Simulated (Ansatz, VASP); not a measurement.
# Two plane-wave programs on InGaTe2

File INCAR:

```
  ALGO = Normal
  EDIFF = 1E-6
  ENCUT = 520
  GGA = CA
  ISIF = 2
  ISMEAR = 0
  LASPH = T
  LCHARG = F
  LREAL = F
  LWAVE = F
  NBANDS = 48
  NELM = 80
  PREC = Accurate
  SIGMA = 0.01
```

KPOINTS

```
k-points
0
Gamma
  3 3 3
```

Contents of POSCAR:

```
InGaTe2
1.0
   -4.2851690000      4.2851690000      3.4098480000
    4.2851690000     -4.2851690000      3.4098480000
    4.2851690000      4.2851690000     -3.4098480000
In Ga Te
2 2 4
Direct
    0.7500000000      0.7500000000      0.0000000000
    0.2500000000      0.2500000000      0.0000000000
    0.2500000000      0.7500000000      0.5000000000
    0.7500000000      0.2500000000      0.5000000000
    0.1713270000      0.6713270000      0.8426540000
    0.6713270000      0.8286730000      0.5000000000
    0.3286730000      0.1713270000      0.5000000000
    0.8286730000      0.3286730000      0.1573460000
```

Input for Ansatz:

```yaml
crystal:
  lattice:
    - [-4.285169, 4.285169, 3.409848]
    - [4.285169, -4.285169, 3.409848]
    - [4.285169, 4.285169, -3.409848]
  atoms:
    - { symbol: In, position: [0.75, 0.75, 0.0] }
    - { symbol: In, position: [0.25, 0.25, 0.0] }
    - { symbol: Ga, position: [0.25, 0.75, 0.5] }
    - { symbol: Ga, position: [0.75, 0.25, 0.5] }
    - { symbol: Te, position: [0.171327, 0.671327, 0.842654] }
    - { symbol: Te, position: [0.671327, 0.828673, 0.5] }
    - { symbol: Te, position: [0.328673, 0.171327, 0.5] }
    - { symbol: Te, position: [0.828673, 0.328673, 0.157346] }
kpoints:
  mp_grid:
    grid: [3, 3, 3]
hamiltonian:
  xc: lda
scf:
  occupations:
    method: fixed
basis:
  ecutwfc: 510
output:
  forces: true
```

Alike in both runs: task single point; functional LDA; k mesh 3 × 3 × 3; no spin polarisation.

|  | VASP | Ansatz |
| --- | --- | --- |
| version | VASP 6.6.1 | Ansatz 0.2.0 |
| potentials or method | VASP PAW LDA potentials, release 64 (In_d, Ga_d, Te), cutoff 520 eV | plane waves, PAW |
| occupations | gaussian, width 0.01 eV | fixed |
| valence electrons in the cell | 76 | 116 |

```tsv
	VASP	Ansatz	Ansatz less VASP
rms of the force components (eV/Å)	0.116	0.128	+0.0117
```

LDA's correlation is that of Perdew and Zunger in VASP and of Perdew and Wang (1992) in Ansatz. Atom by atom the forces differ by 0.012 eV/Å (rms over components). VASP's potentials hold 76 valence electrons a cell and Ansatz's 116, so a difference there can come from the potentials and not from the codes.

Spin-orbit coupling is off throughout.
